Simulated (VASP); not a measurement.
**Os: single point with r2SCAN+U**

The system is Os.

```xyz
1
Lattice="0.0000 1.8639 1.8639 1.8639 0.0000 1.8639 1.8639 1.8639 0.0000" Properties=species:S:1:pos:R:3 pbc="T T T"
Os    0.0000    0.0000    0.0000
```

This cell differs from its parent crystal: volume scaled by 0.88.

```json
{
  "Program": "VASP 6.6.1",
  "Task": "single point",
  "Functional": "r2SCAN",
  "Potentials or basis": "VASP PAW PBE potentials, release 64 (Os)",
  "Cutoff": "520 eV",
  "k mesh": "12 × 12 × 12",
  "Occupations": "fermi-dirac, width 0.05 eV",
  "Spin": "no spin polarisation",
  "Hubbard terms": "Os d U = 3.5 eV",
  "Dipole correction": "no",
  "Further INCAR settings": "ALGO = Normal; EDIFF = 1e-06; NBANDS = 10"
}
```

```
Pressure               : 28.1 GPa
Band gap on the k mesh : zero (band 4 reaches 13.00 eV, above the bottom of band 5 at 8.05 eV)
```

Levels at points of the mesh, in eV from the Fermi level:
| k point | band 1 | band 2 | band 3 | band 4 | band 5 | band 6 | band 7 | band 8 | band 9 |
| --- | --- | --- | --- | --- | --- | --- | --- | --- | --- |
| (0.00, 0.00, 0.00) | -11.56 | -3.48 | -3.48 | -3.48 | -0.09 | -0.09 | 15.34 | 21.99 | 21.99 |
| (0.50, 0.00, 0.00) | -8.70 | -3.81 | -3.81 | 0.25 | 2.90 | 2.90 | 10.89 | 14.94 | 22.76 |
| (0.50, 0.50, 0.00) | -8.94 | -8.07 | 2.72 | 3.15 | 3.81 | 3.81 | 13.95 | 13.95 | 14.67 |

Eigenvalues of the final occupation matrices:
| site | spin | trace | eigenvalues |
| --- | --- | --- | --- |
| site 1 d | 1 | 3.33 | 0.65 0.65 0.65 0.70 0.70 |
| site 1 d | 2 | 3.33 | 0.65 0.65 0.65 0.70 0.70 |

It took 25 s on 1 thread of Intel(R) Xeon(R) Platinum 8488C (Sapphire Rapids), on a shared host, peak memory 0.13 GiB.

Caveat: the PAW data sets were made with another functional, which shifts forces and pressure a little; spin-orbit coupling is left out, which moves the levels of the heavy elements; U without spin polarisation on a metal has little footing; the U is typed as a test and isn't derived for this compound.
